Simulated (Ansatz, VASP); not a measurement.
One calculation of ZnSe, two programs

INCAR

```
SYSTEM = ZnSe
PREC     = Accurate       ! precision mode
ENCUT    = 520            ! plane-wave cutoff, eV
EDIFF    = 1E-7           ! SCF threshold, eV
ISMEAR   = 0              ! smearing method
SIGMA    = 0.1            ! smearing width, eV
LREAL    = .FALSE.        ! projectors in reciprocal space
LASPH    = .TRUE.         ! aspherical terms in the spheres
NELM     = 150            ! most SCF steps
ALGO     = Normal         ! electronic algorithm
ISIF     = 2              ! what is computed and relaxed
LWAVE    = .FALSE.        ! write WAVECAR
LCHARG   = .FALSE.        ! write CHGCAR
MAGMOM   = 0 0 0 0 0 0    ! initial moments
LORBIT   = 11             ! projections on sites
LSORBIT  = .TRUE.         ! spin-orbit coupling
GGA_COMPAT= .FALSE.      
LORBMOM  = .TRUE.       
GGA      = PE             ! functional
NBANDS   = 30             ! bands
```

Contents of KPOINTS:

```
Automatic mesh
0
G
  14 14 14
  0 0 0
```

File POSCAR:

```
ZnSe
1.0
    0.0000000000      2.6841416733      2.6841416733
    2.6841416733      0.0000000000      2.6841416733
    2.6841416733      2.6841416733      0.0000000000
Zn Se
1 1
Direct
    0.0000000000      0.0000000000      0.0000000000
    0.5000000000      0.5000000000      0.5000000000
```

Input for Ansatz:

```yaml
crystal:
  lattice:
    - [0.0, 2.6841416733, 2.6841416733]
    - [2.6841416733, 0.0, 2.6841416733]
    - [2.6841416733, 2.6841416733, 0.0]
  atoms:
    - { symbol: Zn, position: [0.0, 0.0, 0.0] }
    - { symbol: Se, position: [0.5, 0.5, 0.5] }
basis:
  ecutwfc: 420
kpoints:
  mp_grid: { grid: [14, 14, 14] }
  band_path:
    path:
      - [0.0, 0.0, 0.0]
      - [0.5, 0.0, 0.5]
      - [0.625, 0.25, 0.625]
      - [0.375, 0.375, 0.75]
      - [0.5, 0.5, 0.5]
      - [0.5, 0.25, 0.75]
      - [0.0, 0.14285714, -0.21428571]
      - [0.0, -0.5, -0.5]
    npoints: 1
hamiltonian:
  xc: pbe
scf:
  occupations: { method: gaussian, width: 0.1 }
  n_extra_bands: 8
output:
  eigenvalues: true
  write_density: true
  write_potential: true
  elf: true
  volumetric_format: npy
magnetization:
  noncollinear: true
  spin_orbit: true
```

Alike in both runs: task single point; functional PBE; k mesh 14 × 14 × 14; occupations gaussian, width 0.1 eV; non-collinear spin, spin-orbit coupling.

|  | VASP | Ansatz |
| --- | --- | --- |
| version | VASP 6.6.1 | Ansatz 0.2.0 |
| potentials or method | VASP PAW PBE potentials, release 64 (Zn, Se), cutoff 520 eV | plane waves, PAW |
| valence electrons in the cell | 18 | 28 |

|  | VASP | Ansatz | Ansatz less VASP |
| --- | --- | --- | --- |
| net moment per atom (μB) | 0.00 | 0.00 | 0.000 |

VASP's potentials hold 18 valence electrons a cell and Ansatz's 28, so a difference there can come from the potentials and not from the codes.
